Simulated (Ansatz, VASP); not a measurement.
Two plane-wave programs on Mg3Cd2Te3

```
Mg Cd Te
1.0
     4.68140    0.00000    0.00000
     0.00000    4.68140    0.00000
     0.00000    0.00000    9.41303
Mg Cd Te
3 2 3
Direct
  0.00000 0.50000 0.73297
  0.50000 0.00000 0.26703
  0.50000 0.50000 0.00000
  0.50000 0.00000 0.76980
  0.00000 0.50000 0.23020
  0.00000 0.00000 0.50000
  0.00000 0.00000 0.00000
  0.50000 0.50000 0.50000
```

Change from the starting cell: species swapped into the Nb2Al3Ga3 type (P-4m2, No. 115).

Alike in both runs: functional PBE; k mesh 4 × 4 × 2; occupations gaussian, width 0.2 eV; no spin polarisation.

Ansatz relaxed the structure, and its values are those at the end. VASP's run is a single point on that final structure, the one shown.

|  | VASP | Ansatz |
| --- | --- | --- |
| version | VASP 6.6.1 | Ansatz 0.2.0 |
| potentials or method | VASP PAW PBE potentials, release 64 (Mg, Cd, Te), cutoff 520 eV | scalar-relativistic, plane waves, PAW |
| valence electrons in the cell | 48 | 118 |

```tsv
	VASP	Ansatz	Ansatz less VASP
gap on the k mesh at the Fermi level (eV)	none	none	-
pressure (GPa)	0.4	0.4	+0.02
rms of the force components (eV/Å)	0.010	0.010	-0.0002
```

A gap of «none» marks a metal or a gap that the smearing closes. VASP's potentials hold 48 valence electrons a cell and Ansatz's 118, so a difference there can come from the potentials and not from the codes.

Neither program's run includes spin-orbit coupling.
